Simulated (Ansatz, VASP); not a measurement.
Li: VASP beside Ansatz

File INCAR:

```
ALGO     = Normal         # electronic algorithm
EDIFF    = 1E-6           # SCF threshold, eV
EDIFFG   = -0.04          # ionic threshold
ENCUT    = 600            # plane-wave cutoff, eV
GGA      = PE             # functional
IBRION   = 2              # ionic algorithm
ISIF     = 3              # what is computed and relaxed
ISMEAR   = 0              # smearing method
LASPH    = True           # aspherical terms in the spheres
LCHARG   = False          # write CHGCAR
LREAL    = False          # projectors in reciprocal space
LWAVE    = False          # write WAVECAR
NELM     = 60             # most SCF steps
NSW      = 90             # ionic steps
PREC     = Accurate       # precision mode
SIGMA    = 0.1            # smearing width, eV
```

KPOINTS

```
k-points
0
Gamma
  2 2 6
```

Contents of POSCAR:

```
Li
1.0
    7.4889195028      0.0000000000      0.0000000000
    0.0000000000      7.4889195028      0.0000000000
    0.0000000000      0.0000000000      3.7203164688
Li
10
Direct
    0.6685427087      0.8314572913      0.5000000000
    0.8314572913      0.3314572913      0.5000000000
    0.3314572913      0.1685427087      0.5000000000
    0.1685427087      0.6685427087      0.5000000000
    0.5000000000      0.5000000000      0.0000000000
    0.0000000000      0.0000000000      0.0000000000
    0.6330317029      0.1330317029      0.0000000000
    0.8669682971      0.6330317029      0.0000000000
    0.1330317029      0.3669682971      0.0000000000
    0.3669682971      0.8669682971      0.0000000000
```

Input for Ansatz:

```yaml
crystal:
  lattice:
    - [7.4889195028, 0.0, 0.0]
    - [0.0, 7.4889195028, 0.0]
    - [0.0, 0.0, 3.7203164688]
  atoms:
    - { symbol: Li, position: [0.6685427087, 0.8314572913, 0.5] }
    - { symbol: Li, position: [0.8314572913, 0.3314572913, 0.5] }
    - { symbol: Li, position: [0.3314572913, 0.1685427087, 0.5] }
    - { symbol: Li, position: [0.1685427087, 0.6685427087, 0.5] }
    - { symbol: Li, position: [0.5, 0.5, 0.0] }
    - { symbol: Li, position: [0.0, 0.0, 0.0] }
    - { symbol: Li, position: [0.6330317029, 0.1330317029, 0.0] }
    - { symbol: Li, position: [0.8669682971, 0.6330317029, 0.0] }
    - { symbol: Li, position: [0.1330317029, 0.3669682971, 0.0] }
    - { symbol: Li, position: [0.3669682971, 0.8669682971, 0.0] }
basis:
  ecutwfc: 420
kpoints:
  mp_grid: { grid: [2, 2, 6] }
hamiltonian:
  xc: pbe
scf:
  occupations: { method: gaussian, width: 0.1 }
  lower_state_search: "off"
output:
  forces: true
  stress: true
  eigenvalues: true
relax:
  adjacent_minimum: "off"
  f_tol: 0.04
  max_steps: 70
  cell: { stress_tol: 0.4 }
```

Alike in both runs: task relaxation of cell and atoms; functional PBE; k mesh 2 × 2 × 6; occupations gaussian, width 0.1 eV; no spin polarisation.

|  | VASP | Ansatz |
| --- | --- | --- |
| version | VASP 6.6.1 | Ansatz 0.2.0 |
| potentials or method | VASP PAW PBE potentials, release 64 (Li_sv), cutoff 600 eV | scalar-relativistic, plane waves, PAW |
| valence electrons in the cell | 30 | 30 |

|  | VASP | Ansatz | Ansatz less VASP |
| --- | --- | --- | --- |
| gap on the k mesh at the Fermi level, each at its own relaxed structure (eV) | none | none | - |
| relaxed volume (Å³/atom) | 20.38 | 20.78 | +0.399 |
| relaxed length of the cell vector where the two differ most in proportion (Å) | 7.622 | 7.675 | +0.0523 |

A gap of «none» marks a metal or a gap that the smearing closes.

The k mesh is coarse, so the values compare programs but aren't converged. Noted on VASP's run: the cutoff is under 1.25 times that of the potentials, so the pressure is a little rough.
